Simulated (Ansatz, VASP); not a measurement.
Given: the input of a run of Ansatz 0.2.0 on AlNi.

Contents of input.yaml:

```yaml
crystal:
  lattice:
    - [2.881, 0.0, 0.0]
    - [0.0, 2.881, 0.0]
    - [0.0, 0.0, 2.90981]
  atoms:
    - { symbol: Ni, position: [0.5, 0.5, 0.5], spin: 1.0 }
    - { symbol: Al, position: [0.0, 0.0, 0.0] }
hamiltonian:
  xc: pbe
  pseudopotentials: { kind: paw }
magnetization:
  spin_polarized: true
kpoints:
  mp_grid: { grid: [8, 8, 8] }
scf:
  occupations: { method: fermi_dirac, width: 0.05 }
output:
  forces: true
  stress: true
  eigenvalues: true
```

Potentials or basis: Ansatz PAW.

Run with:

```console
$ ansatz run input.yaml --threads 2 --pin off --max-ram 5632MiB --backend cpu --events-out ev --progress --plain --runs-dir out
```

Problem. Set up the same calculation for VASP 6.6.1. Potentials there: VASP PAW PBE potentials, release 64 (Ni, Al).

Solution. As run (the cutoff follows the program's own potentials):

File INCAR:

```
SYSTEM = AlNi
  ALGO = Fast
  EDIFF = 1E-6
  ENCUT = 520
  GGA = PE
  ISIF = 2
  ISMEAR = -1
  ISPIN = 2
  LASPH = .True.
  LCHARG = .False.
  LMAXMIX = 4
  LORBIT = 11
  LREAL = .False.
  LWAVE = .False.
  MAGMOM = 1 0
  NBANDS = 18
  NELM = 150
  PREC = Accurate
  SIGMA = 0.05
```

The input KPOINTS:

```
k-points
0
Gamma
  8 8 8
  0 0 0
```

The input POSCAR:

```
AlNi
1.0
    2.8810000000      0.0000000000      0.0000000000
    0.0000000000      2.8810000000      0.0000000000
    0.0000000000      0.0000000000      2.9098100000
Ni Al
1 1
Direct
    0.5000000000      0.5000000000      0.5000000000
    0.0000000000      0.0000000000      0.0000000000
```

Potentials or basis: VASP PAW PBE potentials, release 64 (Ni, Al).

Command:

```console
$ cat potpaw_PBE.64/Ni/POTCAR potpaw_PBE.64/Al/POTCAR > POTCAR
$ mpirun -np 1 vasp_std > vasp.out
```

Both were run:

|  | VASP | Ansatz | Ansatz less VASP |
| --- | --- | --- | --- |
| gap on the k mesh at the Fermi level (eV) | none | none | - |
| pressure (GPa) | 0.7 | 0.6 | -0.11 |
| traceless stress, the component that is largest in VASP (GPa) | -0.24 | -0.23 | +0.017 |
| net moment per atom (μB) | 0.00 | 0.00 | -0.001 |

A gap of «none» marks a metal or a gap that the smearing closes. The functional is the same, so the differences come from potentials, cutoffs and numerics. VASP's potentials hold 13 valence electrons a cell and Ansatz's 21, so a difference there can come from the potentials and not from the codes.
